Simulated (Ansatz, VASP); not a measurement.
**B3As4 in VASP and in Ansatz**

```
B As
1.0
     4.62817    0.00000    0.00000
    -2.31409    4.00811    0.00000
     0.00000    0.00000   10.24671
B As
3 4
Direct
  0.33333 0.66667 0.50000
  0.33333 0.66667 0.35094
  0.33333 0.66667 0.64906
  0.33333 0.66667 0.83806
  0.33333 0.66667 0.16194
  0.00000 0.00000 0.87827
  0.00000 0.00000 0.12173
```

Alike in both runs: functional PBE; k mesh 5 × 5 × 2; occupations gaussian, width 0.2 eV; no spin polarisation.

Ansatz relaxed the structure, and its values are those at the end. VASP's run is a single point on that final structure, the one shown.

|  | VASP | Ansatz |
| --- | --- | --- |
| version | VASP 6.6.1 | Ansatz 0.2.0 |
| potentials or method | VASP PAW PBE potentials, release 64 (B, As), cutoff 500 eV | scalar-relativistic, plane waves, PAW |
| valence electrons in the cell | 29 | 69 |

Ansatz gave:

```
gap on the k mesh at the Fermi level (eV) : none
pressure (GPa)                            : -0.1
rms of the force components (eV/Å)        : 0.010
```

Task: Which values does VASP return?

Result: gap on the k mesh at the Fermi level (eV): none; pressure (GPa): 0.0; rms of the force components (eV/Å): 0.022.

A gap of «none» marks a metal or a gap that the smearing closes. The functional is the same, so the differences come from potentials, cutoffs and numerics. VASP's potentials hold 29 valence electrons a cell and Ansatz's 69, so a difference there can come from the potentials and not from the codes.
